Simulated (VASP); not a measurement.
Wanted: the native input for a VASP 6.6.1 run.

```
Task                   : electric field gradients
Functional             : PBE
Potentials or basis    : VASP PAW PBE potentials, release 64 (Zr_sv, N)
Cutoff                 : 520 eV
k mesh                 : 9 × 9 × 9
Occupations            : fermi-dirac, width 0.01 eV
Spin                   : no spin polarisation
Dipole correction      : no
Further INCAR settings : ALGO = Normal; EDIFF = 1e-08; NBANDS = 16
```

The structure of ZrN lies in POSCAR:

```
ZrN
1.0
    0.0000000000      2.3142891050      2.3142891050
    2.3142891050      0.0000000000      2.3142891050
    2.3142891050      2.3142891050      0.0000000000
Zr N
1 1
Direct
    0.0000000000      0.0000000000      0.0000000000
    0.5000000000      0.5000000000      0.5000000000
```

These files were run (other wordings do the same):

INCAR

```
PREC = Accurate
ENCUT = 520
EDIFF = 1E-8
ISMEAR = -1
SIGMA = 0.01
LREAL = False
LASPH = True
NELM = 120
ALGO = Normal
ISIF = 2
LWAVE = False
LCHARG = False
GGA = PE
LEFG = True
NBANDS = 16
GGA_COMPAT = False
```

KPOINTS

```
Automatic mesh
0
Gamma
  9 9 9
```

Potentials or basis: VASP PAW PBE potentials, release 64 (Zr_sv, N).

Run with:

```sh
$ cat potpaw_PBE.64/Zr_sv/POTCAR potpaw_PBE.64/N/POTCAR > POTCAR
$ mpirun -np 1 vasp_std > vasp.out
```

Results of the run:

```yaml
Pressure: -5.0 GPa
Band_gap_on_the_k_mesh: zero (an odd number of electrons rules out a gap without spin polarisation)
Largest_electric_field_gradient_by_atom: zero within the noise of the run
```

Caveat: the cell stands under tension.

Run time: 5.9 s on 1 thread of Intel(R) Xeon(R) 6975P-C (Granite Rapids), with other jobs on the host, peak memory 0.14 GiB.
